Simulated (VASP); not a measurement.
# CdSi2 (P6_3/mmc) in VASP: a series of runs, part 2 of 2

VASP 6.6.1. The steps go on from the part before.

## Step 3: Single point, PBE

This run uses another cell than the first one, of 21.07 Å³/atom.

File INCAR:

```
  PREC = Accurate
  ENCUT = 520
  EDIFF = 1E-6
  ISMEAR = 0
  SIGMA = 0.1
  LREAL = False
  LASPH = True
  NELM = 60
  ALGO = Normal
  ISIF = 2
  LWAVE = False
  LCHARG = False
  GGA = PE
  NBANDS = 29
```

File KPOINTS:

```
Automatic mesh
0
Gamma
  6 6 2
```

File POSCAR:

```
CdSi2
1.0
    3.7433195019      0.0000000000      0.0000000000
   -1.8716597510      3.2418097832      0.0000000000
    0.0000000000      0.0000000000     10.4199826905
Cd Si
2 4
Direct
    0.3333333333      0.6666666667      0.2500000000
    0.6666666667      0.3333333333      0.7500000000
    0.3333333333      0.6666666667      0.9542936268
    0.6666666667      0.3333333333      0.0457063732
    0.6666666667      0.3333333333      0.4542936268
    0.3333333333      0.6666666667      0.5457063732
```

Potentials or basis: VASP PAW PBE potentials, release 64 (Cd, Si).

Command:

```console
cat potpaw_PBE.64/Cd/POTCAR potpaw_PBE.64/Si/POTCAR > POTCAR
mpirun -np 1 vasp_std > vasp.out
```

Run time: 50 s. Hardware: 1 thread of Oxide Virtual Turin-like, shared host; peak memory 0.21 GiB.

Results (log left out):

- Free energy: -21.3678 eV
- Pressure: 0.2 GPa
- Largest force: 0.050 eV/Å
- Band gap on the k mesh: zero (bands 20 and 21 overlap by 1.87 eV)

Forces in eV/Å, atoms in the order of the input:
```
Cd   0.000  0.000  0.000
Cd   0.000  0.000  0.000
Si   0.000  0.000  0.050
Si   0.000  0.000 -0.050
Si   0.000  0.000  0.050
Si   0.000  0.000 -0.050
```

Stress tensor (GPa, compression positive):
```
0.02 0.00 0.00
0.00 0.02 0.00
0.00 0.00 0.52
```

Levels at points of the mesh, in eV from the Fermi level:
```tsv
k point	band 18	band 19	band 20	band 21	band 22	band 23
(0.00, 0.00, 0.00)	-0.43	-0.43	1.11	1.73	2.25	3.15
(0.50, 0.00, 0.00)	-2.38	-2.00	-0.92	-0.38	-0.01	1.03
(0.00, 0.00, 0.50)	-0.54	-0.54	-0.54	2.26	2.26	3.17
(0.50, 0.00, 0.50)	-2.23	-2.20	-2.20	0.76	0.76	1.39
```

## Step 4: Relaxation of cell and atoms, PBE

File INCAR:

```
SYSTEM = CdSi2
ALGO = Normal ; EDIFF = 1E-7
EDIFFG = -0.04 ; ENCUT = 600
GGA = PE ; IBRION = 2
ISIF = 3 ; ISMEAR = 0
LASPH = .True. ; LCHARG = .False.
LREAL = .False. ; LWAVE = .False.
NELM = 60 ; NSW = 90
PREC = Accurate ; SIGMA = 0.1
```

File KPOINTS:

```
k-points
0
Gamma
  6 6 2
  0 0 0
```

File POSCAR:

```
CdSi2
1.0
    3.4262854600      0.0000000000      0.0000000000
   -1.7131427300      2.9672502500      0.0000000000
    0.0000000000      0.0000000000      8.8128631600
Cd Si
2 4
Direct
    0.3333333300      0.6666666700      0.2500000000
    0.6666666700      0.3333333300      0.7500000000
    0.3333333300      0.6666666700      0.9520462800
    0.6666666700      0.3333333300      0.0479537200
    0.6666666700      0.3333333300      0.4520462800
    0.3333333300      0.6666666700      0.5479537200
```

Command:

```console
cat potpaw_PBE.64/Cd/POTCAR potpaw_PBE.64/Si/POTCAR > POTCAR
mpirun -np 1 vasp_std > vasp.out
```

Run time: 5 min. Hardware: 1 thread of Oxide Virtual Turin-like, shared host; peak memory 0.2 GiB.

Results (log left out):

```
Free energy                           : -21.3610 eV
Relaxed volume                        : 21.31 Å³/atom
Relaxed cell                          : a = 3.748 Å, b = 3.748 Å, c = 10.510 Å, α = 90.00°, β = 90.00°, γ = 120.00°
Space group after relaxing (to 0.1 Å) : P6_3/mmc (No. 194)
Energy gained by relaxing             : 698.1 meV/atom
Ionic steps                           : 9
Pressure after relaxing               : -0.3 GPa
Largest force after relaxing          : 0.009 eV/Å
Band gap on the k mesh                : zero (bands 20 and 21 overlap by 1.77 eV)
```

Forces on the atoms (eV/Å):
```
Cd   0.000  0.000  0.000
Cd   0.000  0.000  0.000
Si   0.000  0.000 -0.009
Si   0.000  0.000  0.009
Si   0.000  0.000 -0.009
Si   0.000  0.000  0.009
```

Step by step:
| step | energy change (eV) | largest force (eV/Å) | pressure (GPa) | volume (Å³) |
| --- | --- | --- | --- | --- |
| 1 | 0.0000 | 2.1620 | 47.96 | 89.60 |
| 2 | -2.2673 | 1.3014 | -9.95 | 160.89 |
| 3 | -3.9880 | 0.7229 | 0.14 | 123.40 |
| 4 | -3.9891 | 0.6936 | 0.58 | 122.65 |
| 5 | -4.0705 | 0.4611 | 0.18 | 124.12 |
| 6 | -4.1574 | 0.0797 | -0.33 | 127.67 |
| 7 | -4.1872 | 0.1056 | 0.16 | 127.40 |
| 8 | -4.1873 | 0.1045 | 0.14 | 127.40 |
| 9 | -4.1888 | 0.0087 | -0.26 | 127.87 |

Final structure:
```cif
data_structure
_symmetry_space_group_name_H-M 'P 1'
_symmetry_Int_Tables_number 1
_cell_length_a 3.7480
_cell_length_b 3.7480
_cell_length_c 10.5105
_cell_angle_alpha 90.000
_cell_angle_beta 90.000
_cell_angle_gamma 120.000
_cell_volume 127.87
loop_
_atom_site_label
_atom_site_type_symbol
_atom_site_fract_x
_atom_site_fract_y
_atom_site_fract_z
_atom_site_occupancy
Cd1 Cd 0.33333 0.66667 0.25000 1
Cd2 Cd 0.66667 0.33333 0.75000 1
Si1 Si 0.33333 0.66667 0.95550 1
Si2 Si 0.66667 0.33333 0.04450 1
Si3 Si 0.66667 0.33333 0.45550 1
Si4 Si 0.33333 0.66667 0.54450 1
```

Levels at points of the mesh, in eV from the Fermi level:
| k point | band 16 | band 17 | band 18 | band 19 | band 20 | band 21 | band 22 | band 23 | band 24 |
| --- | --- | --- | --- | --- | --- | --- | --- | --- | --- |
| (0.00, 0.00, 0.00) | -0.67 | -0.67 | -0.47 | -0.47 | 1.09 | 1.64 | 2.23 | 3.15 | 3.15 |
| (0.50, 0.00, 0.00) | -3.02 | -2.41 | -2.38 | -2.04 | -0.91 | -0.38 | -0.01 | 1.02 | 1.17 |
| (0.00, 0.00, 0.50) | -1.64 | -0.57 | -0.57 | -0.57 | -0.57 | 2.24 | 2.24 | 3.16 | 3.16 |
| (0.50, 0.00, 0.50) | -3.65 | -2.22 | -2.22 | -2.18 | -2.18 | 0.73 | 0.73 | 1.37 | 1.37 |

Caveat: the volume moved by over 15 % at a fixed basis, so the end points are rough.

## Step 5: Single point, PBE

This run uses another cell than the first one, of 21.17 Å³/atom.

File INCAR:

```
SYSTEM = CdSi2
ALGO = Fast
EDIFF = 1E-7
ENCUT = 520
GGA = PE
ISIF = 2
ISMEAR = 0
LASPH = .TRUE.
LCHARG = .TRUE.
LELF = .TRUE.
LREAL = .FALSE.
LVHAR = .TRUE.
LWAVE = .FALSE.
NBANDS = 29
NELM = 60
PREC = Accurate
SIGMA = 0.1
```

File KPOINTS:

```
k-points
0
G
  12 12 4
  0 0 0
```

File POSCAR:

```
CdSi2
1.0
    3.7662872363      0.0000000000      0.0000000000
   -1.8831436182      3.2617004246      0.0000000000
    0.0000000000      0.0000000000     10.3376374484
Cd Si
2 4
Direct
    0.3333333333      0.6666666667      0.2500000000
    0.6666666667      0.3333333333      0.7500000000
    0.3333333333      0.6666666667      0.9543372114
    0.6666666667      0.3333333333      0.0456627886
    0.6666666667      0.3333333333      0.4543372114
    0.3333333333      0.6666666667      0.5456627886
```

Command:

```console
cat potpaw_PBE.64/Cd/POTCAR potpaw_PBE.64/Si/POTCAR > POTCAR
mpirun -np 1 vasp_std > vasp.out
```

Wall time 3.4 min (1 thread of Oxide Virtual Turin-like, shared host); peak memory 0.32 GiB.

It converged, with:

| Quantity | Value |
| --- | --- |
| Free energy | -21.3971 eV |
| Pressure | 0.1 GPa |
| Largest force | 0.021 eV/Å |
| Band gap on the k mesh | zero (bands 20 and 21 overlap by 1.97 eV) |

Forces in eV/Å, atoms in the order of the input:
```
Cd   0.000  0.000  0.000
Cd   0.000  0.000  0.000
Si   0.000  0.000  0.021
Si   0.000  0.000 -0.021
Si   0.000  0.000  0.021
Si   0.000  0.000 -0.021
```

Stress tensor (GPa, compression positive):
```
0.02 0.00 0.00
0.00 0.02 0.00
0.00 0.00 0.11
```

Levels at points of the mesh, in eV from the Fermi level:
| k point | band 17 | band 18 | band 19 | band 20 | band 21 | band 22 | band 23 | band 24 |
| --- | --- | --- | --- | --- | --- | --- | --- | --- |
| (0.00, 0.00, 0.00) | -0.71 | -0.48 | -0.48 | 1.30 | 1.67 | 2.08 | 3.10 | 3.10 |
| (0.50, 0.00, 0.00) | -2.41 | -2.36 | -2.01 | -0.80 | -0.31 | 0.11 | 1.01 | 1.14 |
| (0.00, 0.00, 0.50) | -0.60 | -0.60 | -0.60 | -0.60 | 2.10 | 2.10 | 3.12 | 3.12 |
| (0.50, 0.00, 0.50) | -2.22 | -2.22 | -2.16 | -2.16 | 0.79 | 0.79 | 1.47 | 1.47 |

## Step 6: Relaxation of cell and atoms, PBE

This run uses another cell than the first one, of 21.07 Å³/atom.

File INCAR:

```
ALGO = Fast ; EDIFF = 1E-6
EDIFFG = -0.01 ; ENCUT = 600
GGA = PE ; IBRION = 2
ISIF = 3 ; ISMEAR = 0
LASPH = T ; LCHARG = F
LREAL = F ; LWAVE = F
NELM = 100 ; NSW = 100
PREC = Accurate ; SIGMA = 0.1
```

File KPOINTS:

```
k-points
0
Gamma
  12 12 4
```

File POSCAR:

```
CdSi2
1.0
    3.7433195019      0.0000000000      0.0000000000
   -1.8716597510      3.2418097832      0.0000000000
    0.0000000000      0.0000000000     10.4199826905
Cd Si
2 4
Direct
    0.3333333333      0.6666666667      0.2500000000
    0.6666666667      0.3333333333      0.7500000000
    0.3333333333      0.6666666667      0.9542936268
    0.6666666667      0.3333333333      0.0457063732
    0.6666666667      0.3333333333      0.4542936268
    0.3333333333      0.6666666667      0.5457063732
```

Potentials or basis: VASP PAW PBE potentials, release 64 (Cd, Si).

Command:

```console
cat potpaw_PBE.64/Cd/POTCAR potpaw_PBE.64/Si/POTCAR > POTCAR
mpirun -np 1 vasp_std > vasp.out
```

Run time: 9.9 min. Hardware: 1 thread of Oxide Virtual Turin-like, shared host; peak memory 0.36 GiB.

Results (log left out):

```yaml
Free_energy: -21.3967 eV
Relaxed_volume: 21.19 Å³/atom
Relaxed_cell: a = 3.766 Å, b = 3.766 Å, c = 10.350 Å, α = 90.00°, β = 90.00°, γ = 120.00°
Space_group_after_relaxing_to_0.1_Å: P6_3/mmc (No. 194)
Energy_gained_by_relaxing: 1.1 meV/atom
Ionic_steps: 4
Pressure_after_relaxing: 0.0 GPa
Largest_force_after_relaxing: 0.004 eV/Å
Band_gap_on_the_k_mesh: zero (bands 20 and 21 overlap by 1.96 eV)
```

Forces on the atoms (eV/Å):
```
Cd   0.000  0.000  0.000
Cd   0.000  0.000  0.000
Si   0.000  0.000 -0.004
Si   0.000  0.000  0.004
Si   0.000  0.000 -0.004
Si   0.000  0.000  0.004
```

The path:
```tsv
step	energy change (eV)	largest force (eV/Å)	pressure (GPa)	volume (Å³)
1	0.0000	0.0488	0.35	126.45
2	-0.0063	0.0244	-0.06	127.29
3	-0.0065	0.0198	-0.12	127.44
4	-0.0066	0.0044	0.04	127.15
```

Final structure:
```
Cd Si
1.0
     3.76645    0.00000    0.00000
    -1.88323    3.26184    0.00000
     0.00000    0.00000   10.34962
Cd Si
2 4
Cartesian
  0.0000 2.1746 2.5874
  1.8832 1.0873 7.7622
  0.0000 2.1746 9.8804
  1.8832 1.0873 0.4692
  1.8832 1.0873 4.7056
  0.0000 2.1746 5.6440
```

Levels at points of the mesh, in eV from the Fermi level:
```tsv
k point	band 17	band 18	band 19	band 20	band 21	band 22	band 23	band 24
(0.00, 0.00, 0.00)	-0.73	-0.50	-0.50	1.30	1.65	2.06	3.09	3.09
(0.50, 0.00, 0.00)	-2.42	-2.36	-2.03	-0.81	-0.32	0.11	0.99	1.13
(0.00, 0.00, 0.50)	-0.62	-0.62	-0.62	-0.62	2.09	2.09	3.11	3.11
(0.50, 0.00, 0.50)	-2.24	-2.24	-2.16	-2.16	0.78	0.78	1.46	1.46
```

## Step 7: The runs side by side

| task | cell | k mesh | cutoff (eV) | gap on the mesh (eV) | pressure (GPa) | relaxed volume (Å³/atom) | largest force (eV/Å) |
| --- | --- | --- | --- | --- | --- | --- | --- |
| single point | a = 3.426, b = 3.426, c = 8.813 Å, angles 90.0, 90.0, 120.0°, 6 atoms, atomic positions A | 6 × 6 × 2 | 520 | none | 48.0 | - | 2.16 |
| single point | a = 3.743, b = 3.743, c = 10.420 Å, angles 90.0, 90.0, 120.0°, 6 atoms, atomic positions B | 6 × 6 × 2 | 520 | none | 0.2 | - | 0.05 |
| relaxation of cell and atoms | relaxed from a = 3.426, b = 3.426, c = 8.813 Å, angles 90.0, 90.0, 120.0°, 6 atoms, atomic positions A | 6 × 6 × 2 | 600 | none | -0.3 | 21.31 | 0.01 |
| single point | a = 3.766, b = 3.766, c = 10.338 Å, angles 90.0, 90.0, 120.0°, 6 atoms, atomic positions B | 12 × 12 × 4 | 520 | none | 0.1 | - | 0.02 |
| relaxation of cell and atoms | relaxed from a = 3.743, b = 3.743, c = 10.420 Å, angles 90.0, 90.0, 120.0°, 6 atoms, atomic positions B | 12 × 12 × 4 | 600 | none | 0.0 | 21.19 | - |

Alike in all rows: level PBE; potentials or basis VASP PAW PBE potentials, release 64 (Cd, Si); no spin polarisation; smearing gaussian 0.1 eV.

Caveats: the stress differs along the axes, from 45 to 55 GPa (at least some runs); forces of over 1 eV/Å act on the atoms, so gaps and moduli don't describe the material at rest (at least some runs); the volume moved by over 15 % at a fixed basis, so the end points are rough (at least some runs).

Absolute energies hang on the potentials; compare differences alone.
